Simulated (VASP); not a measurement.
Write the native input for VASP 6.6.1 that does the following.

```yaml
Task: single point
Functional: PBEsol
Potentials_or_basis: VASP PAW PBE potentials, release 64 (Cd, S)
Cutoff: 520 eV
k_mesh: 8 × 8 × 8
Occupations: gaussian, width 0.02 eV
Spin: no spin polarisation
Dipole_correction: no
Further_INCAR_settings: ALGO = Normal; EDIFF = 1e-06; NBANDS = 16
```

The structure of CdS lies in POSCAR:

```
CdS
1.0
   -0.2328000000      3.0529974000      3.0529974000
    2.8201974000      0.0000000000      2.8201974000
    2.8201974000      2.8201974000      0.0000000000
Cd S
1 1
Direct
    0.0297603232     -0.0099201077     -0.0099201077
    0.7202396768      0.7599201077      0.7599201077
```

This cell differs from its parent crystal: strained and its atoms moved.

These files were run (other wordings do the same):

INCAR

```
SYSTEM = CdS
  PREC = Accurate
  ENCUT = 520
  EDIFF = 1E-6
  ISMEAR = 0
  SIGMA = 0.02
  LREAL = .FALSE.
  LASPH = .TRUE.
  NELM = 80
  ALGO = Normal
  ISIF = 2
  LWAVE = .FALSE.
  LCHARG = .FALSE.
  GGA = PS
  NBANDS = 16
```

KPOINTS

```
regular mesh
0
G
  8 8 8
  0 0 0
```

Potentials or basis: VASP PAW PBE potentials, release 64 (Cd, S).

The run is started by

```sh
$ cat potpaw_PBE.64/Cd/POTCAR potpaw_PBE.64/S/POTCAR > POTCAR
$ mpirun -np 1 vasp_std > vasp.out
```

It gave:

```yaml
Pressure: -1.6 GPa
Largest_force: 0.297 eV/Å
Band_gap_on_the_k_mesh: 0.57 eV, direct
```

Caveat: the cell differs from its parent crystal (strained and its atoms moved); the PAW data sets were made with another functional, which shifts forces and pressure a little.

It took 83 s on 1 thread of AMD EPYC 7R43 64-Core Processor (Zen 3), on a shared host, peak memory 0.16 GiB.
